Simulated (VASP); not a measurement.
# Na2S (Fm-3m) in VASP: single point with PBE

Aim: the single point of Na2S with PBE.

Everything below comes from runs of VASP 6.6.1. Logs are shortened: lines on timing, memory, paths and dates and some standing lists are left out, and cuts for length are marked.

**1. The cell of the first run**

It takes space group Fm-3m (No. 225, cubic). The conventional cell has a = 6.294 Å, b = 6.294 Å, c = 6.294 Å, α = 90.00°, β = 90.00°, γ = 90.00°. Na (site symmetry -43m) has 4 S at 2.73 Å and 6 Na at 3.15 Å within 3.6 Å. S (site symmetry m-3m) has 8 Na at 2.73 Å within 3.6 Å.

**2. Single point, PBE**

INCAR

```
SYSTEM = Na2S
ALGO = Normal
EDIFF = 1E-6
ENCUT = 500
GGA = PE
GGA_COMPAT = .False.
ISIF = 2
ISMEAR = 1
LASPH = .True.
LCHARG = .False.
LREAL = .False.
LWAVE = .False.
NBANDS = 17
NELM = 120
PREC = Accurate
SIGMA = 0.02
```

KPOINTS

```
k-points
0
Gamma
  12 12 12
  0 0 0
```

POSCAR

```
Na2S
1.0
    0.0000000000      3.1470102422      3.1470102422
    3.1470102422      0.0000000000      3.1470102422
    3.1470102422      3.1470102422      0.0000000000
Na S
2 1
Direct
    0.2500000000      0.2500000000      0.2500000000
    0.7500000000      0.7500000000      0.7500000000
    0.0000000000      0.0000000000      0.0000000000
```

Potentials or basis: VASP PAW PBE potentials, release 64 (Na_pv, S).

Run with:

```console
> cat potpaw_PBE.64/Na_pv/POTCAR potpaw_PBE.64/S/POTCAR > POTCAR
> mpirun -np 1 vasp_std > vasp.out
```

OUTCAR:

```text
SYSTEM = Na2S
   EDIFF = 1E-6
   ENCUT = 500
   GGA = PE
   ISIF = 2
   ISMEAR = 1
   LASPH = .True.
   LREAL = .False.
   NELM = 120
   PREC = Accurate

 ion  position               nearest neighbor table
   1  0.250  0.250  0.250-   3 2.73   3 2.73   3 2.73   3 2.73
   2  0.750  0.750  0.750-   3 2.73   3 2.73   3 2.73   3 2.73
   3  0.000  0.000  0.000-   2 2.73   2 2.73   2 2.73   1 2.73   1 2.73   1 2.73   2 2.73   1 2.73

  LATTYP: Found a face centered cubic cell.
 ALAT       =     6.2940204844

  Lattice vectors:

 A1 = (   0.0000000000,   3.1470102422,   3.1470102422)
 A2 = (   3.1470102422,   0.0000000000,   3.1470102422)
 A3 = (   3.1470102422,   3.1470102422,   0.0000000000)

Analysis of symmetry for initial positions (statically):
=====================================================================
 Subroutine PRICEL returns:
 Original cell was already a primitive cell.

 Routine SETGRP: Setting up the symmetry group for a
 face centered cubic supercell.

 Subroutine GETGRP returns: Found 48 space group operations
 (whereof 48 operations were pure point group operations)
 out of a pool of 48 trial point group operations.

The static configuration has the point symmetry O_h .

Analysis of symmetry for dynamics (positions and initial velocities):
=====================================================================
 Subroutine PRICEL returns:
 Original cell was already a primitive cell.

 Routine SETGRP: Setting up the symmetry group for a
 face centered cubic supercell.

 Subroutine GETGRP returns: Found 48 space group operations
 (whereof 48 operations were pure point group operations)
 out of a pool of 48 trial point group operations.

The dynamic configuration has the point symmetry O_h .

 Subroutine INISYM returns: Found 48 space group operations
 (whereof 48 operations are pure point group operations),
 and found     1 'primitive' translations

----------------------------------------------------------------------------------------

                                     Primitive cell

  volume of cell :      62.3339

  direct lattice vectors                    reciprocal lattice vectors
     0.000000000  3.147010242  3.147010242    -0.158880957  0.158880957  0.158880957
     3.147010242  0.000000000  3.147010242     0.158880957 -0.158880957  0.158880957
     3.147010242  3.147010242  0.000000000     0.158880957  0.158880957 -0.158880957

  length of vectors
     4.450544565  4.450544565  4.450544565     0.275189890  0.275189890  0.275189890

  position of ions in fractional coordinates (direct lattice)
     0.250000000  0.250000000  0.250000000
     0.750000000  0.750000000  0.750000000
     0.000000000  0.000000000  0.000000000

  ion indices of the primitive-cell ions
   primitive index   ion index
                 1           1
                 2           2
                 3           3

----------------------------------------------------------------------------------------

 KPOINTS: k-points

Automatic generation of k-mesh.
 Grid dimensions read from file:
 generate k-points for:   12   12   12

 Generating k-lattice:

  Cartesian coordinates                     Fractional coordinates (reciprocal lattice)
    -0.013240080  0.013240080  0.013240080     0.083333333  0.000000000  0.000000000
     0.013240080 -0.013240080  0.013240080     0.000000000  0.083333333  0.000000000
     0.013240080  0.013240080 -0.013240080     0.000000000  0.000000000  0.083333333

  Length of vectors
     0.022932491  0.022932491  0.022932491

  Shift w.r.t. Gamma in fractional coordinates (k-lattice)
     0.000000000  0.000000000  0.000000000

 Subroutine IBZKPT returns following result:
 ===========================================

 Found     72 irreducible k-points:

 Following reciprocal coordinates:
            Coordinates               Weight
  0.000000  0.000000  0.000000      1.000000
  0.083333  0.000000  0.000000      8.000000
  0.166667  0.000000  0.000000      8.000000
  0.250000  0.000000  0.000000      8.000000
  0.333333  0.000000  0.000000      8.000000
  0.416667  0.000000  0.000000      8.000000
[... 16 lines left out ...]
  0.500000  0.166667  0.000000     24.000000
 -0.416667  0.166667  0.000000     24.000000
 [... further k-points ...]
   k-points           NKPTS =     72   k-points in BZ     NKDIM =     72   number of bands    NBANDS=     17
   number of dos      NEDOS =    301   number of ions     NIONS =      3
   total plane-waves  NPLWV =  32768
   dimension x,y,z NGX =    32 NGY =   32 NGZ =   32
   dimension x,y,z NGXF=    64 NGYF=   64 NGZF=   64
   ions per type =               2   1
   NGX,Y,Z   is equivalent  to a cutoff of  11.95, 11.95, 11.95 a.u.
   NGXF,Y,Z  is equivalent  to a cutoff of  23.91, 23.91, 23.91 a.u.
 SYSTEM =  Na2S
   PREC   = accura    normal or accurate (medium, high low for compatibility)
   ISTART =      0    job   : 0-new  1-cont  2-samecut
   ICHARG =      2    charge: 1-file 2-atom 10-const
   ISPIN  =      1    spin polarized calculation?
   LNONCOLLINEAR =      F non collinear calculations
   LSORBIT =      F    spin-orbit coupling
   LASPH  =      T    aspherical Exc in radial PAW
   ENCUT  =  500.0 eV  36.75 Ry    6.06 a.u.   8.11  8.11  8.11*2*pi/ulx,y,z
   NELM   =    120;   NELMIN=  2; NELMDL= -5     # of ELM steps
   EDIFF  = 0.1E-05   stopping-criterion for ELM
   LREAL  =      F    real-space projection
   EDIFFG = 0.1E-04   stopping-criterion for IOM
   NSW    =      0    number of steps for IOM
   IBRION =     -1    ionic relax: 0-MD 1-quasi-New 2-CG
   NFREE  =      0    steps in history (QN), initial steepest desc. (CG)
   ISIF   =      2    stress and relaxation
   ISYM   =      2    0-nonsym 1-usesym 2-fastsym
   POTIM  = 0.5000    time-step for ionic-motion
   TEBEG  =    0.0;   TEEND  =   0.0 temperature during run
   PSTRESS=    0.0 pullay stress
   NELECT =      20.0000    total number of electrons
   NUPDOWN=      -1.0000    fix difference up-down
   EMIN   =  10.00;   EMAX   =-10.00  energy-range for DOS
   EFERMI =   0.00;   METHOD = LEGACY
   ISMEAR =     1;   SIGMA  =   0.02  broadening in eV -4-tet -1-fermi 0-gaus
   EFERMI_NEDOS =   21; number of points for ismear=-14 and -15
   IALGO  =     38    algorithm
   IMIX   =      4    mixing-type and parameters
     AMIX     =   0.40;   BMIX     =  1.00
     AMIX_MAG =   1.60;   BMIX_MAG =  1.00
  volume/ion in A,a.u.               =      20.78       140.22
  Fermi-wavevector in a.u.,A,eV,Ry     =   1.120753  2.117917 17.090113  1.256088
  Thomas-Fermi vector in A             =   2.257402
   LORBIT       =      0    0 simple, 1 ext, 2 COOP (PROOUT), +10 PAW based schemes
   GGA     = PE    functional components
   LHFCALC =     F    Hartree Fock is set to
   AEXX    =    0.0000 exact exchange contribution
   IVDW    =     0    specifies the selected vdW correction
   LEPSILON=     F    determine dielectric tensor
   LRPA    =     F    only Hartree local field effects (RPA)
 non-spin polarized calculation
 Methfessel and Paxton  Order N= 1 SIGMA  =   0.02
  energy-cutoff  :      500.00
  volume of cell :       62.33
 maximum number of plane-waves:      1604
   NGX = 17   NGY = 17   NGZ = 17

 number of electron      20.0000016 magnetization

 Free energy of the ion-electron system (eV)
  ---------------------------------------------------
  ext. energy  EPLUGINS =         0.00000000
  ---------------------------------------------------
  free energy    TOTEN  =        -9.86121928 eV

  energy without entropy =       -9.86121928  energy(sigma->0) =       -9.86121928

 E-fermi :   0.8186     XC(G=0):  -8.2658

 val. band max:        0.7184962580   @ k =   0.0000   0.0000   0.0000
 cond. band min:       3.6070825098   @ k =   0.0000   0.0000   0.0000
 fundamental gap:      2.8885862518
 Fermi energy:         0.8185936324

 k-point     1 :       0.0000    0.0000    0.0000
  band No.  band energies     occupation
      1     -21.2978      2.00000
      2     -21.2978      2.00000
      3     -21.2978      2.00000
      4     -21.2207      2.00000
      5     -21.2207      2.00000
      6     -21.2207      2.00000
[... 9 lines left out ...]
     16      10.3360      0.00000
     17      12.5926      0.00000

 k-point     2 :       0.0833    0.0000    0.0000
  band No.  band energies     occupation
      1     -21.2970      2.00000
      2     -21.2966      2.00000
      3     -21.2966      2.00000
      4     -21.2230      2.00000
      5     -21.2222      2.00000
      6     -21.2222      2.00000
[... 9 lines left out ...]
     16      10.1240      0.00000
     17      12.3553      0.00000

 k-point     3 :       0.1667    0.0000    0.0000
  band No.  band energies     occupation
      1     -21.2948      2.00000
      2     -21.2930      2.00000
      3     -21.2930      2.00000
      4     -21.2293      2.00000
      5     -21.2263      2.00000
      6     -21.2263      2.00000
[... 9 lines left out ...]
     16       9.9315      0.00000
     17      11.9304      0.00000

 k-point     4 :       0.2500    0.0000    0.0000
  band No.  band energies     occupation
      1     -21.2912      2.00000
      2     -21.2873      2.00000
      3     -21.2873      2.00000
      4     -21.2384      2.00000
      5     -21.2328      2.00000
      6     -21.2328      2.00000
[... 9 lines left out ...]
     16      10.2536      0.00000
     17      11.6884      0.00000
[... 343 lines left out ...]
      1     -21.2999      2.00000
      2     -21.2953      2.00000
      3     -21.2897      2.00000
      4     -21.2404      2.00000
      5     -21.2297      2.00000
      6     -21.2271      2.00000
[... 9 lines left out ...]
     16      12.3411      0.00000
     17      12.8651      0.00000

 k-point    23 :       0.5000    0.1667    0.0000
  band No.  band energies     occupation
      1     -21.3023      2.00000
      2     -21.2913      2.00000
      3     -21.2877      2.00000
      4     -21.2390      2.00000
      5     -21.2349      2.00000
      6     -21.2305      2.00000
[... 9 lines left out ...]
     16      12.6224      0.00000
     17      13.4381      0.00000

 k-point    24 :      -0.4167    0.1667    0.0000
  band No.  band energies     occupation
      1     -21.3079      2.00000
      2     -21.2842      2.00000
      3     -21.2780      2.00000
      4     -21.2489      2.00000
      5     -21.2443      2.00000
      6     -21.2228      2.00000
[... 9 lines left out ...]
     16      11.7891      0.00000
     17      13.0344      0.00000

 [... further k-points ...]

------------------------ aborting loop because EDIFF is reached ----------------------------------------

  FORCE on cell =-STRESS in cart. coord.  units (eV):
  Direction    XX          YY          ZZ          XY          YZ          ZX
  --------------------------------------------------------------------------------------
  -------------------------------------------------------------------------------------
  Total        1.8501055      1.8501055      1.8501055      0.0000000      0.0000000     -0.0000000
  in kB       47.5535131     47.5535131     47.5535131      0.0000000      0.0000000     -0.0000000
  external PRESSURE =      47.5535131 kB  Pullay stress =       0.0000000 kB

 VOLUME and BASIS-vectors are now :
 -----------------------------------------------------------------------------
  energy-cutoff  :      500.00
  volume of cell :       62.33
      direct lattice vectors                 reciprocal lattice vectors
     0.000000000  3.147010242  3.147010242    -0.158880957  0.158880957  0.158880957
     3.147010242  0.000000000  3.147010242     0.158880957 -0.158880957  0.158880957
     3.147010242  3.147010242  0.000000000     0.158880957  0.158880957 -0.158880957

 POSITION                                       TOTAL-FORCE (eV/Angst)
 -----------------------------------------------------------------------------------
      1.57351      1.57351      1.57351         0.000000      0.000000      0.000000
      4.72052      4.72052      4.72052        -0.000000     -0.000000      0.000000
      0.00000      0.00000      0.00000        -0.000000     -0.000000     -0.000000
 -----------------------------------------------------------------------------------
    total drift:                               -0.000000     -0.000000      0.000000

  FREE ENERGIE OF THE ION-ELECTRON SYSTEM (eV)
  ---------------------------------------------------
  free  energy   TOTEN  =        -9.8612192772 eV

  energy  without entropy=       -9.8612192772  energy(sigma->0) =       -9.86121928
```

Run time: 52 s. Hardware: 1 thread of Intel Xeon 8259CL, shared host; peak memory 0.2 GiB.

What came out:

```
Free energy            : -9.8612 eV
Pressure               : 4.8 GPa
Band gap on the k mesh : 2.89 eV
```

Caveat: the cell stands under pressure. A k mesh can miss the band edges.
